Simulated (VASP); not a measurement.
# MgS (Fm-3m) in VASP: notebook, part 2 of 3

VASP 6.6.1.

**3. Single point, PBE**

Contents of INCAR:

```
PREC = Accurate
ENCUT = 520
EDIFF = 1E-7
ISMEAR = -1
SIGMA = 0.02
LREAL = False
LASPH = True
NELM = 100
ALGO = Normal
ISIF = 2
LWAVE = False
LCHARG = False
GGA = PE
NBANDS = 11
```

Contents of KPOINTS:

```
regular mesh
0
Gamma
  8 8 8
```

Contents of POSCAR:

```
MgS
1.0
    0.0000000000      2.6015179362      2.6015179362
    2.6015179362      0.0000000000      2.6015179362
    2.6015179362      2.6015179362      0.0000000000
Mg S
1 1
Direct
    0.0000000000      0.0000000000      0.0000000000
    0.5000000000      0.5000000000      0.5000000000
```

Potentials or basis: VASP PAW PBE potentials, release 64 (Mg, S).

Launch:

```console
cat potpaw_PBE.64/Mg/POTCAR potpaw_PBE.64/S/POTCAR > POTCAR
mpirun -np 1 vasp_std > vasp.out
```

OUTCAR:

```text
PREC = Accurate
   ENCUT = 520
   EDIFF = 1E-7
   ISMEAR = -1
   LREAL = False
   LASPH = True
   NELM = 100
   ISIF = 2
   GGA = PE

 ion  position               nearest neighbor table
   1  0.000  0.000  0.000-   2 2.60   2 2.60   2 2.60   2 2.60   2 2.60   2 2.60
   2  0.500  0.500  0.500-   1 2.60   1 2.60   1 2.60   1 2.60   1 2.60   1 2.60

  LATTYP: Found a face centered cubic cell.
 ALAT       =     5.2030358724

  Lattice vectors:

 A1 = (   0.0000000000,   2.6015179362,   2.6015179362)
 A2 = (   2.6015179362,   0.0000000000,   2.6015179362)
 A3 = (   2.6015179362,   2.6015179362,   0.0000000000)

Analysis of symmetry for initial positions (statically):
=====================================================================
 Subroutine PRICEL returns:
 Original cell was already a primitive cell.

 Routine SETGRP: Setting up the symmetry group for a
 face centered cubic supercell.

 Subroutine GETGRP returns: Found 48 space group operations
 (whereof 48 operations were pure point group operations)
 out of a pool of 48 trial point group operations.

The static configuration has the point symmetry O_h .

Analysis of symmetry for dynamics (positions and initial velocities):
=====================================================================
 Subroutine PRICEL returns:
 Original cell was already a primitive cell.

 Routine SETGRP: Setting up the symmetry group for a
 face centered cubic supercell.

 Subroutine GETGRP returns: Found 48 space group operations
 (whereof 48 operations were pure point group operations)
 out of a pool of 48 trial point group operations.

The dynamic configuration has the point symmetry O_h .

 Subroutine INISYM returns: Found 48 space group operations
 (whereof 48 operations are pure point group operations),
 and found     1 'primitive' translations

----------------------------------------------------------------------------------------

                                     Primitive cell

  volume of cell :      35.2136

  direct lattice vectors                    reciprocal lattice vectors
     0.000000000  2.601517936  2.601517936    -0.192195484  0.192195484  0.192195484
     2.601517936  0.000000000  2.601517936     0.192195484 -0.192195484  0.192195484
     2.601517936  2.601517936  0.000000000     0.192195484  0.192195484 -0.192195484

  length of vectors
     3.679101948  3.679101948  3.679101948     0.332892344  0.332892344  0.332892344

  position of ions in fractional coordinates (direct lattice)
     0.000000000  0.000000000  0.000000000
     0.500000000  0.500000000  0.500000000

  ion indices of the primitive-cell ions
   primitive index   ion index
                 1           1
                 2           2

----------------------------------------------------------------------------------------

 KPOINTS: regular mesh

Automatic generation of k-mesh.
 Grid dimensions read from file:
 generate k-points for:    8    8    8

 Generating k-lattice:

  Cartesian coordinates                     Fractional coordinates (reciprocal lattice)
    -0.024024436  0.024024436  0.024024436     0.125000000  0.000000000  0.000000000
     0.024024436 -0.024024436  0.024024436     0.000000000  0.125000000  0.000000000
     0.024024436  0.024024436 -0.024024436     0.000000000  0.000000000  0.125000000

  Length of vectors
     0.041611543  0.041611543  0.041611543

  Shift w.r.t. Gamma in fractional coordinates (k-lattice)
     0.000000000  0.000000000  0.000000000

 Subroutine IBZKPT returns following result:
 ===========================================

 Found     29 irreducible k-points:

 Following reciprocal coordinates:
            Coordinates               Weight
  0.000000  0.000000  0.000000      1.000000
  0.125000  0.000000  0.000000      8.000000
  0.250000  0.000000  0.000000      8.000000
  0.375000  0.000000  0.000000      8.000000
  0.500000  0.000000  0.000000      4.000000
  0.125000  0.125000  0.000000      6.000000
[... 16 lines left out ...]
  0.500000  0.250000  0.125000     48.000000
 -0.375000  0.250000  0.125000     24.000000
 [... further k-points ...]
   k-points           NKPTS =     29   k-points in BZ     NKDIM =     29   number of bands    NBANDS=     11
   number of dos      NEDOS =    301   number of ions     NIONS =      2
   total plane-waves  NPLWV =  21952
   dimension x,y,z NGX =    28 NGY =   28 NGZ =   28
   dimension x,y,z NGXF=    56 NGYF=   56 NGZF=   56
   ions per type =               1   1
   NGX,Y,Z   is equivalent  to a cutoff of  12.65, 12.65, 12.65 a.u.
   NGXF,Y,Z  is equivalent  to a cutoff of  25.30, 25.30, 25.30 a.u.
 SYSTEM =  unknown system
   PREC   = accura    normal or accurate (medium, high low for compatibility)
   ISTART =      0    job   : 0-new  1-cont  2-samecut
   ICHARG =      2    charge: 1-file 2-atom 10-const
   ISPIN  =      1    spin polarized calculation?
   LNONCOLLINEAR =      F non collinear calculations
   LSORBIT =      F    spin-orbit coupling
   LASPH  =      T    aspherical Exc in radial PAW
   ENCUT  =  520.0 eV  38.22 Ry    6.18 a.u.   6.84  6.84  6.84*2*pi/ulx,y,z
   NELM   =    100;   NELMIN=  2; NELMDL= -5     # of ELM steps
   EDIFF  = 0.1E-06   stopping-criterion for ELM
   LREAL  =      F    real-space projection
   EDIFFG = 0.1E-05   stopping-criterion for IOM
   NSW    =      0    number of steps for IOM
   IBRION =     -1    ionic relax: 0-MD 1-quasi-New 2-CG
   NFREE  =      0    steps in history (QN), initial steepest desc. (CG)
   ISIF   =      2    stress and relaxation
   ISYM   =      2    0-nonsym 1-usesym 2-fastsym
   POTIM  = 0.5000    time-step for ionic-motion
   TEBEG  =    0.0;   TEEND  =   0.0 temperature during run
   PSTRESS=    0.0 pullay stress
   NELECT =       8.0000    total number of electrons
   NUPDOWN=      -1.0000    fix difference up-down
   EMIN   =  10.00;   EMAX   =-10.00  energy-range for DOS
   EFERMI =   0.00;   METHOD = LEGACY
   ISMEAR =    -1;   SIGMA  =   0.02  broadening in eV -4-tet -1-fermi 0-gaus
   EFERMI_NEDOS =   21; number of points for ismear=-14 and -15
   IALGO  =     38    algorithm
   IMIX   =      4    mixing-type and parameters
     AMIX     =   0.40;   BMIX     =  1.00
     AMIX_MAG =   1.60;   BMIX_MAG =  1.00
  volume/ion in A,a.u.               =      17.61       118.82
  Fermi-wavevector in a.u.,A,eV,Ry     =   0.998929  1.887702 13.576701  0.997859
  Thomas-Fermi vector in A             =   2.131185
   LORBIT       =      0    0 simple, 1 ext, 2 COOP (PROOUT), +10 PAW based schemes
   GGA     = PE    functional components
   LHFCALC =     F    Hartree Fock is set to
   AEXX    =    0.0000 exact exchange contribution
   IVDW    =     0    specifies the selected vdW correction
   LEPSILON=     F    determine dielectric tensor
   LRPA    =     F    only Hartree local field effects (RPA)
 non-spin polarized calculation
  energy-cutoff  :      520.00
  volume of cell :       35.21
 maximum number of plane-waves:       960
   NGX = 13   NGY = 13   NGZ = 13

 number of electron       8.0000000 magnetization

 Free energy of the ion-electron system (eV)
  ---------------------------------------------------
  ext. energy  EPLUGINS =         0.00000000
  ---------------------------------------------------
  free energy    TOTEN  =        -8.50184963 eV

  energy without entropy =       -8.50184963  energy(sigma->0) =       -8.50184963

 E-fermi :   4.1096     XC(G=0):  -9.6888

 val. band max:        3.7264969118   @ k =   0.0000   0.0000   0.0000
 cond. band min:       6.5023632804   @ k =   0.5000   0.5000   0.0000
 fundamental gap:      2.7758663686
 Fermi energy:         4.1096451134

 k-point     1 :       0.0000    0.0000    0.0000
  band No.  band energies     occupation
      1      -8.9412      2.00000
      2       3.7265      2.00000
      3       3.7265      2.00000
      4       3.7265      2.00000
      5       7.4379      0.00000
      6      11.6811      0.00000
      7      11.6811      0.00000
      8      11.6811      0.00000
      9      14.0765      0.00000
     10      14.0765      0.00000
     11      16.2652      0.00000
[... 309 lines left out ...]
 k-point    24 :      -0.3750    0.2500    0.1250
  band No.  band energies     occupation
      1      -7.4397      2.00000
      2      -0.5766      2.00000
      3       1.5918      2.00000
      4       2.5779      2.00000
      5       9.2981      0.00000
      6       9.8369      0.00000
      7      12.1449      0.00000
      8      13.1479      0.00000
      9      15.9936      0.00000
     10      17.0265      0.00000
     11      19.2882      0.00000

 [... further k-points ...]
[... 5 lines left out ...]
  --------------------------------------------------------------------------------------
  -------------------------------------------------------------------------------------
  Total        0.1923157      0.1923157      0.1923157      0.0000000      0.0000000     -0.0000000
  in kB        8.7501392      8.7501392      8.7501392      0.0000000      0.0000000     -0.0000000
  external PRESSURE =       8.7501392 kB  Pullay stress =       0.0000000 kB

 VOLUME and BASIS-vectors are now :
 -----------------------------------------------------------------------------
  energy-cutoff  :      520.00
  volume of cell :       35.21
      direct lattice vectors                 reciprocal lattice vectors
     0.000000000  2.601517936  2.601517936    -0.192195484  0.192195484  0.192195484
     2.601517936  0.000000000  2.601517936     0.192195484 -0.192195484  0.192195484
     2.601517936  2.601517936  0.000000000     0.192195484  0.192195484 -0.192195484

 POSITION                                       TOTAL-FORCE (eV/Angst)
 -----------------------------------------------------------------------------------
      0.00000      0.00000      0.00000        -0.000000      0.000000      0.000000
      2.60152      2.60152      2.60152         0.000000     -0.000000     -0.000000
 -----------------------------------------------------------------------------------
    total drift:                                0.000000      0.000000      0.000000

  FREE ENERGIE OF THE ION-ELECTRON SYSTEM (eV)
  ---------------------------------------------------
  free  energy   TOTEN  =        -8.5018496258 eV

  energy  without entropy=       -8.5018496257  energy(sigma->0) =       -8.50184963
```

stdout:

```text
POSCAR found type information on POSCAR MgS
 POSCAR found :  2 types and       2 ions
 scaLAPACK will be used
 LDA part: xc-table for (Slater+PW92), standard interpolation
 POSCAR, INCAR and KPOINTS ok, starting setup
 FFT: planning ... GRIDC
 FFT: planning ... GRID_SOFT
 FFT: planning ... GRID
 WAVECAR not read
 entering main loop
```

Run time: 7.1 s. Hardware: 1 thread of Intel Xeon 6975P-C (Granite Rapids), shared host; peak memory 0.15 GiB.

What came out:

| Item | Value |
| --- | --- |
| Free energy | -8.5018 eV |
| Pressure | 0.9 GPa |
| Band gap on the k mesh | 2.78 eV (least direct gap 3.71 eV) |

A k mesh can miss the band edges.

(Part 2 of 3 ends here.)
